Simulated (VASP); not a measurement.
# F (Fm-3m) in VASP: further runs, part 2 of 2

VASP 6.6.1. Earlier steps stand in the parts before.

**3. Single point, PBE (volume scaled by 0.88)**

The input, INCAR:

```
PREC = Accurate ; ENCUT = 520
EDIFF = 1E-7 ; ISMEAR = -1
SIGMA = 0.1 ; LREAL = False
LASPH = True ; NELM = 100
ALGO = Normal ; ISIF = 2
LWAVE = False ; LCHARG = True
GGA = PE ; LELF = True
LVHAR = True ; NBANDS = 10
```

The input, KPOINTS:

```
regular mesh
0
Gamma
  17 17 17
```

The input, POSCAR:

```
F
1.0
    0.0000000000      1.6540429150      1.6540429150
    1.6540429150      0.0000000000      1.6540429150
    1.6540429150      1.6540429150      0.0000000000
F
1
Direct
    0.0000000000      0.0000000000      0.0000000000
```

Potentials or basis: VASP PAW PBE potentials, release 64 (F).

Command:

```
cat potpaw_PBE.64/F/POTCAR > POTCAR
mpirun -np 1 vasp_std > vasp.out
```

OUTCAR:

```text
PREC = Accurate
   ENCUT = 520
   EDIFF = 1E-7
   ISMEAR = -1
   LREAL = False
   LASPH = True
   NELM = 100
   ISIF = 2
   GGA = PE

 ion  position               nearest neighbor table
   1  0.000  0.000  0.000-

  LATTYP: Found a face centered cubic cell.
 ALAT       =     3.3080858300

  Lattice vectors:

 A1 = (   0.0000000000,   1.6540429150,   1.6540429150)
 A2 = (   1.6540429150,   0.0000000000,   1.6540429150)
 A3 = (   1.6540429150,   1.6540429150,   0.0000000000)

Analysis of symmetry for initial positions (statically):
=====================================================================
 Subroutine PRICEL returns:
 Original cell was already a primitive cell.

 Routine SETGRP: Setting up the symmetry group for a
 face centered cubic supercell.

 Subroutine GETGRP returns: Found 48 space group operations
 (whereof 48 operations were pure point group operations)
 out of a pool of 48 trial point group operations.

The static configuration has the point symmetry O_h .

Analysis of symmetry for dynamics (positions and initial velocities):
=====================================================================
 Subroutine PRICEL returns:
 Original cell was already a primitive cell.

 Routine SETGRP: Setting up the symmetry group for a
 face centered cubic supercell.

 Subroutine GETGRP returns: Found 48 space group operations
 (whereof 48 operations were pure point group operations)
 out of a pool of 48 trial point group operations.

The dynamic configuration has the point symmetry O_h .

 Subroutine INISYM returns: Found 48 space group operations
 (whereof 48 operations are pure point group operations),
 and found     1 'primitive' translations

----------------------------------------------------------------------------------------

                                     Primitive cell

  volume of cell :       9.0505

  direct lattice vectors                    reciprocal lattice vectors
     0.000000000  1.654042915  1.654042915    -0.302289617  0.302289617  0.302289617
     1.654042915  0.000000000  1.654042915     0.302289617 -0.302289617  0.302289617
     1.654042915  1.654042915  0.000000000     0.302289617  0.302289617 -0.302289617

  length of vectors
     2.339169923  2.339169923  2.339169923     0.523580976  0.523580976  0.523580976

  position of ions in fractional coordinates (direct lattice)
     0.000000000  0.000000000  0.000000000

  ion indices of the primitive-cell ions
   primitive index   ion index
                 1           1

----------------------------------------------------------------------------------------

 KPOINTS: regular mesh

Automatic generation of k-mesh.
 Grid dimensions read from file:
 generate k-points for:   17   17   17

 Generating k-lattice:

  Cartesian coordinates                     Fractional coordinates (reciprocal lattice)
    -0.017781742  0.017781742  0.017781742     0.058823529  0.000000000  0.000000000
     0.017781742 -0.017781742  0.017781742     0.000000000  0.058823529  0.000000000
     0.017781742  0.017781742 -0.017781742     0.000000000  0.000000000  0.058823529

  Length of vectors
     0.030798881  0.030798881  0.030798881

  Shift w.r.t. Gamma in fractional coordinates (k-lattice)
     0.000000000  0.000000000  0.000000000

 Subroutine IBZKPT returns following result:
 ===========================================

 Found    165 irreducible k-points:

 Following reciprocal coordinates:
            Coordinates               Weight
  0.000000  0.000000  0.000000      1.000000
  0.058824  0.000000  0.000000      8.000000
  0.117647  0.000000  0.000000      8.000000
  0.176471  0.000000  0.000000      8.000000
  0.235294  0.000000  0.000000      8.000000
  0.294118  0.000000  0.000000      8.000000
[... 16 lines left out ...]
 -0.176471  0.058824  0.000000     24.000000
 -0.117647  0.058824  0.000000     24.000000
 [... further k-points ...]
   k-points           NKPTS =    165   k-points in BZ     NKDIM =    165   number of bands    NBANDS=     10
   number of dos      NEDOS =    301   number of ions     NIONS =      1
   total plane-waves  NPLWV =   5832
   dimension x,y,z NGX =    18 NGY =   18 NGZ =   18
   dimension x,y,z NGXF=    36 NGYF=   36 NGZF=   36
   ions per type =               1
   NGX,Y,Z   is equivalent  to a cutoff of  12.79, 12.79, 12.79 a.u.
   NGXF,Y,Z  is equivalent  to a cutoff of  25.59, 25.59, 25.59 a.u.
 SYSTEM =  unknown system
   PREC   = accura    normal or accurate (medium, high low for compatibility)
   ISTART =      0    job   : 0-new  1-cont  2-samecut
   ICHARG =      2    charge: 1-file 2-atom 10-const
   ISPIN  =      1    spin polarized calculation?
   LNONCOLLINEAR =      F non collinear calculations
   LSORBIT =      F    spin-orbit coupling
   LASPH  =      T    aspherical Exc in radial PAW
   ENCUT  =  520.0 eV  38.22 Ry    6.18 a.u.   4.35  4.35  4.35*2*pi/ulx,y,z
   NELM   =    100;   NELMIN=  2; NELMDL= -5     # of ELM steps
   EDIFF  = 0.1E-06   stopping-criterion for ELM
   LREAL  =      F    real-space projection
   EDIFFG = 0.1E-05   stopping-criterion for IOM
   NSW    =      0    number of steps for IOM
   IBRION =     -1    ionic relax: 0-MD 1-quasi-New 2-CG
   NFREE  =      0    steps in history (QN), initial steepest desc. (CG)
   ISIF   =      2    stress and relaxation
   ISYM   =      2    0-nonsym 1-usesym 2-fastsym
   POTIM  = 0.5000    time-step for ionic-motion
   TEBEG  =    0.0;   TEEND  =   0.0 temperature during run
   PSTRESS=    0.0 pullay stress
   NELECT =       7.0000    total number of electrons
   NUPDOWN=      -1.0000    fix difference up-down
   EMIN   =  10.00;   EMAX   =-10.00  energy-range for DOS
   EFERMI =   0.00;   METHOD = LEGACY
   ISMEAR =    -1;   SIGMA  =   0.10  broadening in eV -4-tet -1-fermi 0-gaus
   EFERMI_NEDOS =   21; number of points for ismear=-14 and -15
   IALGO  =     38    algorithm
   IMIX   =      4    mixing-type and parameters
     AMIX     =   0.40;   BMIX     =  1.00
     AMIX_MAG =   1.60;   BMIX_MAG =  1.00
  volume/ion in A,a.u.               =       9.05        61.08
  Fermi-wavevector in a.u.,A,eV,Ry     =   1.502741  2.839768 30.725082  2.258230
  Thomas-Fermi vector in A             =   2.613942
   LORBIT       =      0    0 simple, 1 ext, 2 COOP (PROOUT), +10 PAW based schemes
   GGA     = PE    functional components
   LHFCALC =     F    Hartree Fock is set to
   AEXX    =    0.0000 exact exchange contribution
   IVDW    =     0    specifies the selected vdW correction
   LEPSILON=     F    determine dielectric tensor
   LRPA    =     F    only Hartree local field effects (RPA)
 non-spin polarized calculation
  energy-cutoff  :      520.00
  volume of cell :        9.05
 maximum number of plane-waves:       259
 NGX is ok and might be reduce to    18
   NGX =  9   NGY =  9   NGZ =  9

 number of electron       6.9999998 magnetization

 Free energy of the ion-electron system (eV)
  ---------------------------------------------------
  ext. energy  EPLUGINS =         0.00000000
  ---------------------------------------------------
  free energy    TOTEN  =        -0.78374185 eV

  energy without entropy =       -0.71124485  energy(sigma->0) =       -0.74749335

 E-fermi :  -2.4503     XC(G=0): -10.9338

 val. band max:       -2.4542104802   @ k =   0.4118   0.1176   0.0000
 cond. band min:      -2.4492721960   @ k =  -0.2941   0.2353   0.0588
 fundamental gap:      0.0049382842
 Fermi energy:        -2.4502908107

 k-point     1 :       0.0000    0.0000    0.0000
  band No.  band energies     occupation
      1     -24.8275      2.00000
      2      -1.8148      0.00347
      3      -1.8148      0.00347
      4      -1.8148      0.00347
      5      12.3594      0.00000
      6      34.1259      0.00000
      7      34.1259      0.00000
      8      34.1259      0.00000
      9      38.3747      0.00000
     10      45.0853      0.00000
[... 287 lines left out ...]
 k-point    24 :      -0.1176    0.0588    0.0000
  band No.  band energies     occupation
      1     -24.4719      2.00000
      2      -2.8980      1.97752
      3      -2.0413      0.03293
      4      -1.8616      0.00554
      5      13.5593      0.00000
      6      29.4669      0.00000
      7      33.5127      0.00000
      8      34.8671      0.00000
      9      39.3344      0.00000
     10      40.8484      0.00000

 [... further k-points ...]

------------------------ aborting loop because EDIFF is reached ----------------------------------------

  FORCE on cell =-STRESS in cart. coord.  units (eV):
  Direction    XX          YY          ZZ          XY          YZ          ZX
  --------------------------------------------------------------------------------------
  -------------------------------------------------------------------------------------
  Total        0.4407204      0.4407204      0.4407204     -0.0000000     -0.0000000      0.0000000
  in kB       78.0195530     78.0195530     78.0195530     -0.0000000     -0.0000000      0.0000000
  external PRESSURE =      78.0195530 kB  Pullay stress =       0.0000000 kB

 VOLUME and BASIS-vectors are now :
 -----------------------------------------------------------------------------
  energy-cutoff  :      520.00
  volume of cell :        9.05
      direct lattice vectors                 reciprocal lattice vectors
     0.000000000  1.654042915  1.654042915    -0.302289617  0.302289617  0.302289617
     1.654042915  0.000000000  1.654042915     0.302289617 -0.302289617  0.302289617
     1.654042915  1.654042915  0.000000000     0.302289617  0.302289617 -0.302289617

 POSITION                                       TOTAL-FORCE (eV/Angst)
 -----------------------------------------------------------------------------------
      0.00000      0.00000      0.00000         0.000000      0.000000      0.000000
 -----------------------------------------------------------------------------------
    total drift:                                0.000000     -0.000000     -0.000000

  FREE ENERGIE OF THE ION-ELECTRON SYSTEM (eV)
  ---------------------------------------------------
  free  energy   TOTEN  =        -0.7837418469 eV

  energy  without entropy=       -0.7112448491  energy(sigma->0) =       -0.74749335
```

stdout:

```text
POSCAR found type information on POSCAR F
 POSCAR found :  1 types and       1 ions
 scaLAPACK will be used
 LDA part: xc-table for (Slater+PW92), standard interpolation
 POSCAR, INCAR and KPOINTS ok, starting setup
 FFT: planning ... GRIDC
 FFT: planning ... GRID_SOFT
 FFT: planning ... GRID
 WAVECAR not read
 entering main loop
```

It took 8.9 s on 1 thread of Intel Xeon 6975P-C, shared host; peak memory 0.12 GiB.

What came out:

```
Free energy : -0.7837 eV
Pressure    : 7.8 GPa
```

Levels at points of the mesh, in eV from the Fermi level:
```csv
k point,band 1,band 2,band 3,band 4,band 5,band 6,band 7,band 8
"(0.00, 0.00, 0.00)",-22.38,0.64,0.64,0.64,14.81,36.58,36.58,36.58
```

Caveat: the cell differs from its parent crystal (volume scaled by 0.88); an odd number of electrons without spin polarisation forces a metal; a magnetic or distorted state may lie lower.

**4. Single point, PBE (volume scaled by 0.88)**

The input, INCAR:

```
SYSTEM = F
PREC = Accurate
ENCUT = 520
EDIFF = 1E-6
ISMEAR = -1
SIGMA = 0.1
LREAL = .FALSE.
LASPH = .TRUE.
NELM = 60
ALGO = Normal
ISIF = 2
LWAVE = .FALSE.
LCHARG = .FALSE.
GGA = PE
NBANDS = 10
```

The input, KPOINTS:

```
regular mesh
0
G
  17 17 17
  0 0 0
```

POSCAR is that of step 3.

Command:

```
cat potpaw_PBE.64/F/POTCAR > POTCAR
mpirun -np 1 vasp_std > vasp.out
```

Run time: 7.7 s. Hardware: 1 thread of Intel Xeon 6975P-C, shared host; peak memory 0.12 GiB.

It converged, with:

* Free energy: -0.7837 eV
* Pressure: 7.8 GPa

Levels at points of the mesh, in eV from the Fermi level:
```
           k point  band 1  band 2  band 3  band 4  band 5  band 6  band 7  band 8
(0.00, 0.00, 0.00)  -22.38    0.64    0.64    0.64   14.81   36.58   36.58   36.58
```

Caveat: the cell differs from its parent crystal (volume scaled by 0.88); an odd number of electrons without spin polarisation forces a metal; a magnetic or distorted state may lie lower.

**5. Single point, PBE**

This run uses another cell than the first one, of 10.28 Å³/atom, 1.282 times its volume.

The input, INCAR:

```
SYSTEM = F
  PREC = Accurate
  ENCUT = 520
  EDIFF = 1E-7
  ISMEAR = -1
  SIGMA = 0.1
  LREAL = .FALSE.
  LASPH = .TRUE.
  NELM = 60
  ALGO = Normal
  ISIF = 2
  LWAVE = .FALSE.
  LCHARG = .FALSE.
  GGA = PE
  NBANDS = 10
```

The input, KPOINTS:

```
Automatic mesh
0
G
  17 17 17
  0 0 0
```

The input, POSCAR:

```
F
1.0
    0.0000000000      1.7260467297      1.7260467297
    1.7260467297      0.0000000000      1.7260467297
    1.7260467297      1.7260467297      0.0000000000
F
1
Direct
    0.0000000000      0.0000000000      0.0000000000
```

Command:

```
cat potpaw_PBE.64/F/POTCAR > POTCAR
mpirun -np 1 vasp_std > vasp.out
```

It took 8.9 s on 1 thread of Intel Xeon 6975P-C, shared host; peak memory 0.12 GiB.

Results (log left out):

| Quantity | Value |
| --- | --- |
| Free energy | -0.8128 eV |
| Pressure | -0.6 GPa |

Levels at points of the mesh, in eV from the Fermi level:
```csv
k point,band 1,band 2,band 3,band 4,band 5,band 6,band 7,band 8,band 9
"(0.00, 0.00, 0.00)",-21.56,0.52,0.52,0.52,13.64,34.99,34.99,34.99,38.90
```

Caveat: an odd number of electrons without spin polarisation forces a metal; a magnetic or distorted state may lie lower.

**6. The runs side by side**

| cell | gap on the mesh (eV) | pressure (GPa) |
| --- | --- | --- |
| a = 2.247 Å, angles 60.0°, 1 atom | none | 22.2 |
| a = 2.339 Å, angles 60.0°, 1 atom | none | 7.8 |
| a = 2.441 Å, angles 60.0°, 1 atom | none | -0.6 |

Alike in all rows: task single point; level PBE; potentials or basis VASP PAW PBE potentials, release 64 (F); no spin polarisation; k mesh 17 × 17 × 17; cutoff (eV) 520; smearing fermi-dirac 0.1 eV.

Caveats: an odd number of electrons without spin polarisation forces a metal; a magnetic or distorted state may lie lower.

Absolute energies hang on the potentials; compare differences alone.
